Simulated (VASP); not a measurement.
# Al2Pt (P4/nmm) in VASP: further runs

The runs below take Al2Pt through single point, relaxation of cell and atoms, with PBE.

Program: VASP 6.6.1. These are calculated values, not measurements. Logs are shortened: lines on timing, memory, paths and dates and some standing lists are left out, and cuts for length are marked.

**1. The cell of the first run**

Symmetry: P4/nmm, No. 129, tetragonal system. The conventional cell has a = 4.245 Å, b = 4.245 Å, c = 5.723 Å, α = 90.00°, β = 90.00°, γ = 90.00°. Within 3.6 Å of Al (site symmetry -4m2) lie 4 Pt at 2.73 Å and 6 Al at 2.86 to 3.00 Å. Al (site symmetry -4m2) has 4 Pt at 2.41 Å and 6 Al at 2.86 to 3.00 Å within 3.2 Å. Pt (site symmetry 4mm) has 8 Al at 2.41 to 2.73 Å within 3.2 Å.

**2. Single point, PBE**

Contents of INCAR:

```
SYSTEM = Al2Pt
PREC = Accurate
ENCUT = 520
EDIFF = 1E-6
ISMEAR = 0
SIGMA = 0.1
LREAL = .False.
LASPH = .True.
NELM = 60
ALGO = Fast
ISIF = 2
LWAVE = .False.
LCHARG = .False.
GGA = PE
NBANDS = 25
```

Contents of KPOINTS:

```
Automatic mesh
0
Gamma
  4 4 4
  0 0 0
```

Contents of POSCAR:

```
Al2Pt
1.0
    4.2450846400      0.0000000000      0.0000000000
    0.0000000000      4.2450846400      0.0000000000
    0.0000000000      0.0000000000      5.7230870000
Al Pt
4 2
Direct
    0.5000000000      0.5000000000      0.0000000000
    0.0000000000      0.0000000000      0.5000000000
    0.5000000000      0.5000000000      0.5000000000
    0.0000000000      0.0000000000      0.0000000000
    0.5000000000      0.0000000000      0.6992385800
    0.0000000000      0.5000000000      0.3007614200
```

Potentials or basis: VASP PAW PBE potentials, release 64 (Al, Pt).

Run with:

```
> cat potpaw_PBE.64/Al/POTCAR potpaw_PBE.64/Pt/POTCAR > POTCAR
> mpirun -np 1 vasp_std > vasp.out
```

OUTCAR:

```text
SYSTEM = Al2Pt
   PREC = Accurate
   ENCUT = 520
   EDIFF = 1E-6
   ISMEAR = 0
   LREAL = .False.
   LASPH = .True.
   NELM = 60
   ISIF = 2
   GGA = PE

 ion  position               nearest neighbor table
   1  0.500  0.500  0.000-   5 2.73   6 2.73   5 2.73   6 2.73   3 2.86   3 2.86   4 3.00   4 3.00
                             4 3.00   4 3.00
   2  0.000  0.000  0.500-   5 2.41   6 2.41   6 2.41   5 2.41   4 2.86   4 2.86   3 3.00   3 3.00
                             3 3.00   3 3.00
   3  0.500  0.500  0.500-   5 2.41   6 2.41   5 2.41   6 2.41   1 2.86   1 2.86   2 3.00   2 3.00
                             2 3.00   2 3.00
   4  0.000  0.000  0.000-   5 2.73   6 2.73   6 2.73   5 2.73   2 2.86   2 2.86   1 3.00   1 3.00
                             1 3.00   1 3.00
   5  0.500  0.000  0.699-   2 2.41   3 2.41   3 2.41   2 2.41   1 2.73   1 2.73   4 2.73   4 2.73

   6  0.000  0.500  0.301-   2 2.41   3 2.41   2 2.41   3 2.41   1 2.73   4 2.73   1 2.73   4 2.73

  LATTYP: Found a simple tetragonal cell.
 ALAT       =     4.2450846400
 C/A-ratio  =     1.3481679366

  Lattice vectors:

 A1 = (   4.2450846400,   0.0000000000,   0.0000000000)
 A2 = (   0.0000000000,   4.2450846400,   0.0000000000)
 A3 = (   0.0000000000,   0.0000000000,   5.7230870000)

Analysis of symmetry for initial positions (statically):
=====================================================================
 Subroutine PRICEL returns:
 Original cell was already a primitive cell.

 Routine SETGRP: Setting up the symmetry group for a
 simple tetragonal supercell.

 Subroutine GETGRP returns: Found 16 space group operations
 (whereof  8 operations were pure point group operations)
 out of a pool of 16 trial point group operations.

The static configuration has the point symmetry D_2d.
 The point group associated with its full space group is D_4h.

Analysis of symmetry for dynamics (positions and initial velocities):
=====================================================================
 Subroutine PRICEL returns:
 Original cell was already a primitive cell.

 Routine SETGRP: Setting up the symmetry group for a
 simple tetragonal supercell.

 Subroutine GETGRP returns: Found 16 space group operations
 (whereof  8 operations were pure point group operations)
 out of a pool of 16 trial point group operations.

The dynamic configuration has the point symmetry D_2d.
 The point group associated with its full space group is D_4h.

 Subroutine INISYM returns: Found 16 space group operations
 (whereof  8 operations are pure point group operations),
 and found     1 'primitive' translations

----------------------------------------------------------------------------------------

                                     Primitive cell

  volume of cell :     103.1343

  direct lattice vectors                    reciprocal lattice vectors
     4.245084640  0.000000000  0.000000000     0.235566563  0.000000000  0.000000000
     0.000000000  4.245084640  0.000000000     0.000000000  0.235566563  0.000000000
     0.000000000  0.000000000  5.723087000     0.000000000  0.000000000  0.174730875

  length of vectors
     4.245084640  4.245084640  5.723087000     0.235566563  0.235566563  0.174730875

  position of ions in fractional coordinates (direct lattice)
     0.500000000  0.500000000  0.000000000
     0.000000000  0.000000000  0.500000000
     0.500000000  0.500000000  0.500000000
     0.000000000  0.000000000  0.000000000
     0.500000000  0.000000000  0.699238580
     0.000000000  0.500000000  0.300761420

  ion indices of the primitive-cell ions
   primitive index   ion index
                 1           1
                 2           2
                 3           3
                 4           4
                 5           5
                 6           6

----------------------------------------------------------------------------------------

 KPOINTS: Automatic mesh

Automatic generation of k-mesh.
 Grid dimensions read from file:
 generate k-points for:    4    4    4

 Generating k-lattice:

  Cartesian coordinates                     Fractional coordinates (reciprocal lattice)
     0.058891641  0.000000000  0.000000000     0.250000000  0.000000000  0.000000000
     0.000000000  0.058891641  0.000000000     0.000000000  0.250000000  0.000000000
     0.000000000  0.000000000  0.043682719     0.000000000  0.000000000  0.250000000

  Length of vectors
     0.058891641  0.058891641  0.043682719

  Shift w.r.t. Gamma in fractional coordinates (k-lattice)
     0.000000000  0.000000000  0.000000000

 Subroutine IBZKPT returns following result:
 ===========================================

 Found     18 irreducible k-points:

 Following reciprocal coordinates:
            Coordinates               Weight
  0.000000  0.000000  0.000000      1.000000
  0.250000  0.000000  0.000000      4.000000
  0.500000  0.000000  0.000000      2.000000
  0.250000  0.250000  0.000000      4.000000
  0.500000  0.250000  0.000000      4.000000
  0.500000  0.500000  0.000000      1.000000
[... 10 lines left out ...]
  0.500000  0.250000  0.500000      4.000000
  0.500000  0.500000  0.500000      1.000000
   k-points           NKPTS =     18   k-points in BZ     NKDIM =     18   number of bands    NBANDS=     25
   number of dos      NEDOS =    301   number of ions     NIONS =      6
   total plane-waves  NPLWV =  49152
   dimension x,y,z NGX =    32 NGY =   32 NGZ =   48
   dimension x,y,z NGXF=    64 NGYF=   64 NGZF=   96
   ions per type =               4   2
   NGX,Y,Z   is equivalent  to a cutoff of  12.53, 12.53, 13.94 a.u.
   NGXF,Y,Z  is equivalent  to a cutoff of  25.06, 25.06, 27.89 a.u.
 SYSTEM =  Al2Pt
   PREC   = accura    normal or accurate (medium, high low for compatibility)
   ISTART =      0    job   : 0-new  1-cont  2-samecut
   ICHARG =      2    charge: 1-file 2-atom 10-const
   ISPIN  =      1    spin polarized calculation?
   LNONCOLLINEAR =      F non collinear calculations
   LSORBIT =      F    spin-orbit coupling
   LASPH  =      T    aspherical Exc in radial PAW
   ENCUT  =  520.0 eV  38.22 Ry    6.18 a.u.   7.89  7.89 10.64*2*pi/ulx,y,z
   NELM   =     60;   NELMIN=  2; NELMDL= -5     # of ELM steps
   EDIFF  = 0.1E-05   stopping-criterion for ELM
   LREAL  =      F    real-space projection
   EDIFFG = 0.1E-04   stopping-criterion for IOM
   NSW    =      0    number of steps for IOM
   IBRION =     -1    ionic relax: 0-MD 1-quasi-New 2-CG
   NFREE  =      0    steps in history (QN), initial steepest desc. (CG)
   ISIF   =      2    stress and relaxation
   ISYM   =      2    0-nonsym 1-usesym 2-fastsym
   POTIM  = 0.5000    time-step for ionic-motion
   TEBEG  =    0.0;   TEEND  =   0.0 temperature during run
   PSTRESS=    0.0 pullay stress
   NELECT =      32.0000    total number of electrons
   NUPDOWN=      -1.0000    fix difference up-down
   EMIN   =  10.00;   EMAX   =-10.00  energy-range for DOS
   EFERMI =   0.00;   METHOD = LEGACY
   ISMEAR =     0;   SIGMA  =   0.10  broadening in eV -4-tet -1-fermi 0-gaus
   EFERMI_NEDOS =   21; number of points for ismear=-14 and -15
   IALGO  =     68    algorithm
   IMIX   =      4    mixing-type and parameters
     AMIX     =   0.40;   BMIX     =  1.00
     AMIX_MAG =   1.60;   BMIX_MAG =  1.00
  volume/ion in A,a.u.               =      17.19       116.00
  Fermi-wavevector in a.u.,A,eV,Ry     =   1.108300  2.094382 16.712414  1.228328
  Thomas-Fermi vector in A             =   2.244825
   LORBIT       =      0    0 simple, 1 ext, 2 COOP (PROOUT), +10 PAW based schemes
   GGA     = PE    functional components
   LHFCALC =     F    Hartree Fock is set to
   AEXX    =    0.0000 exact exchange contribution
   IVDW    =     0    specifies the selected vdW correction
   LEPSILON=     F    determine dielectric tensor
   LRPA    =     F    only Hartree local field effects (RPA)
 non-spin polarized calculation
 RMM-DIIS sequential band-by-band and
 Gauss-broadening in eV      SIGMA  =   0.10
  energy-cutoff  :      520.00
  volume of cell :      103.13
 maximum number of plane-waves:      2796
 NGX is ok and might be reduce to    32
   NGX = 15   NGY = 15   NGZ = 21

 number of electron      32.0000005 magnetization

 Free energy of the ion-electron system (eV)
  ---------------------------------------------------
  ext. energy  EPLUGINS =         0.00000000
  ---------------------------------------------------
  free energy    TOTEN  =       -31.38479755 eV

  energy without entropy =      -31.36979442  energy(sigma->0) =      -31.37729598

 E-fermi :   7.9737     XC(G=0): -10.6964

 val. band max:        7.8285919927   @ k =   0.2500   0.2500   0.0000
 cond. band min:       7.9844539272   @ k =   0.5000   0.2500   0.2500
 fundamental gap:      0.1558619345
 Fermi energy:         7.9737420793

 k-point     1 :       0.0000    0.0000    0.0000
  band No.  band energies     occupation
      1      -2.3460      2.00000
      2       1.5222      2.00000
      3       1.7389      2.00000
      4       2.2430      2.00000
      5       2.8475      2.00000
      6       2.9161      2.00000
[... 17 lines left out ...]
     24      13.1034      0.00000
     25      13.8071      0.00000

 k-point     2 :       0.2500    0.0000    0.0000
  band No.  band energies     occupation
      1      -1.7924      2.00000
      2       1.2306      2.00000
      3       2.1663      2.00000
      4       2.2697      2.00000
      5       2.8295      2.00000
      6       3.0105      2.00000
[... 17 lines left out ...]
     24      13.1604      0.00000
     25      13.7601      0.00000

 k-point     3 :       0.5000    0.0000    0.0000
  band No.  band energies     occupation
      1      -0.2954      2.00000
      2      -0.2954      2.00000
      3       2.2339      2.00000
      4       2.2339      2.00000
      5       3.1400      2.00000
      6       3.1400      2.00000
[... 17 lines left out ...]
     24      13.7384      0.00000
     25      15.1421      0.00000

 k-point     4 :       0.2500    0.2500    0.0000
  band No.  band energies     occupation
      1      -1.2356      2.00000
      2       1.5990      2.00000
      3       2.0936      2.00000
      4       2.3119      2.00000
      5       2.4856      2.00000
      6       2.8416      2.00000
[... 17 lines left out ...]
     24      13.9086      0.00000
     25      15.0821      0.00000

 k-point     5 :       0.5000    0.2500    0.0000
  band No.  band energies     occupation
      1       0.2684      2.00000
      2       0.2684      2.00000
      3       2.1133      2.00000
      4       2.1133      2.00000
      5       2.9371      2.00000
      6       2.9371      2.00000
[... 17 lines left out ...]
     24      14.1218      0.00000
     25      17.0089      0.00000

 k-point     6 :       0.5000    0.5000    0.0000
  band No.  band energies     occupation
      1       1.5798      2.00000
      2       1.5798      2.00000
      3       1.7331      2.00000
      4       1.7331      2.00000
      5       2.1532      2.00000
      6       2.1532      2.00000
[... 17 lines left out ...]
     24      16.3709      0.00000
     25      18.0218      0.00000
[... 225 lines left out ...]
 k-point    15 :       0.5000    0.0000    0.5000
  band No.  band energies     occupation
      1      -0.0164      2.00000
      2      -0.0164      2.00000
      3       1.7919      2.00000
      4       1.7919      2.00000
      5       3.0569      2.00000
      6       3.0569      2.00000
[... 17 lines left out ...]
     24      12.8544      0.00000
     25      13.4095      0.00000

 k-point    16 :       0.2500    0.2500    0.5000
  band No.  band energies     occupation
      1      -0.4397      2.00000
      2       0.0794      2.00000
      3       1.7776      2.00000
      4       2.2316      2.00000
      5       2.9616      2.00000
      6       3.0022      2.00000
[... 17 lines left out ...]
     24      14.4629      0.00000
     25      14.6222      0.00000

 k-point    17 :       0.5000    0.2500    0.5000
  band No.  band energies     occupation
      1       0.5729      2.00000
      2       0.5729      2.00000
      3       1.8557      2.00000
      4       1.8557      2.00000
      5       2.8157      2.00000
      6       2.8157      2.00000
[... 17 lines left out ...]
     24      14.5417      0.00000
     25      15.4114      0.00000

 k-point    18 :       0.5000    0.5000    0.5000
  band No.  band energies     occupation
      1       1.7431      2.00000
      2       1.7431      2.00000
      3       2.0296      2.00000
      4       2.0296      2.00000
      5       2.2365      2.00000
      6       2.2365      2.00000
[... 17 lines left out ...]
     24      14.5733      0.00000
     25      15.8222      0.00000

------------------------ aborting loop because EDIFF is reached ----------------------------------------

  FORCE on cell =-STRESS in cart. coord.  units (eV):
  Direction    XX          YY          ZZ          XY          YZ          ZX
  --------------------------------------------------------------------------------------
  -------------------------------------------------------------------------------------
  Total        5.1909652      5.1909652      3.5069005      0.0000000      0.0000000      0.0000000
  in kB       80.6409513     80.6409513     54.4792315      0.0000000      0.0000000      0.0000000
  external PRESSURE =      71.9203780 kB  Pullay stress =       0.0000000 kB

 VOLUME and BASIS-vectors are now :
 -----------------------------------------------------------------------------
  energy-cutoff  :      520.00
  volume of cell :      103.13
      direct lattice vectors                 reciprocal lattice vectors
     4.245084640  0.000000000  0.000000000     0.235566563  0.000000000  0.000000000
     0.000000000  4.245084640  0.000000000     0.000000000  0.235566563  0.000000000
     0.000000000  0.000000000  5.723087000     0.000000000  0.000000000  0.174730875

 POSITION                                       TOTAL-FORCE (eV/Angst)
 -----------------------------------------------------------------------------------
      2.12254      2.12254      0.00000        -0.000000      0.000000      0.000000
      0.00000      0.00000      2.86154        -0.000000     -0.000000      0.000000
      2.12254      2.12254      2.86154        -0.000000      0.000000      0.000000
      0.00000      0.00000      0.00000        -0.000000     -0.000000      0.000000
      2.12254      0.00000      4.00180         0.000000      0.000000      3.750311
      0.00000      2.12254      1.72128        -0.000000      0.000000     -3.750311
 -----------------------------------------------------------------------------------
    total drift:                                0.000000      0.000000     -0.000000

  FREE ENERGIE OF THE ION-ELECTRON SYSTEM (eV)
  ---------------------------------------------------
  free  energy   TOTEN  =       -31.3847975469 eV

  energy  without entropy=      -31.3697944204  energy(sigma->0) =      -31.37729598
```

Run time: 26 s. Hardware: 1 thread of Intel Xeon Platinum 8488C (Sapphire Rapids), shared host; peak memory 0.23 GiB.

Results:

| Property | Result |
| --- | --- |
| Free energy | -31.3848 eV |
| Pressure | 7.2 GPa |
| Largest force | 3.750 eV/Å |
| Band gap on the k mesh | zero (band 16 reaches 9.54 eV, above the bottom of band 17 at 6.89 eV) |

Forces on the atoms (eV/Å):
```
Al   0.000  0.000  0.000
Al   0.000  0.000  0.000
Al   0.000  0.000  0.000
Al   0.000  0.000  0.000
Pt   0.000  0.000  3.750
Pt   0.000  0.000 -3.750
```

Stress tensor (GPa, compression positive):
```
8.06 0.00 0.00
0.00 8.06 0.00
0.00 0.00 5.45
```

Levels at points of the mesh, in eV from the Fermi level:
| k point | band 14 | band 15 | band 16 | band 17 | band 18 | band 19 |
| --- | --- | --- | --- | --- | --- | --- |
| (0.00, 0.00, 0.00) | -1.79 | -1.79 | 1.57 | 2.55 | 3.85 | 3.85 |
| (0.50, 0.00, 0.00) | -2.45 | -0.99 | -0.99 | 1.13 | 1.13 | 3.28 |
| (0.50, 0.50, 0.00) | -3.29 | -1.31 | -1.31 | -1.09 | -1.09 | 2.66 |
| (0.00, 0.00, 0.50) | 0.25 | 0.25 | 0.47 | 0.53 | 0.53 | 1.55 |
| (0.50, 0.00, 0.50) | -3.42 | 0.89 | 0.89 | 1.29 | 1.29 | 3.49 |
| (0.50, 0.50, 0.50) | -3.26 | -2.20 | -2.20 | -0.79 | -0.79 | 3.94 |

Caveat: the k points lie up to 0.37 Å⁻¹ apart; spin-orbit coupling is left out, which moves the levels of the heavy elements; forces of over 1 eV/Å act on the atoms, so gaps and moduli don't describe the material at rest.

[end of part 1 of 2]
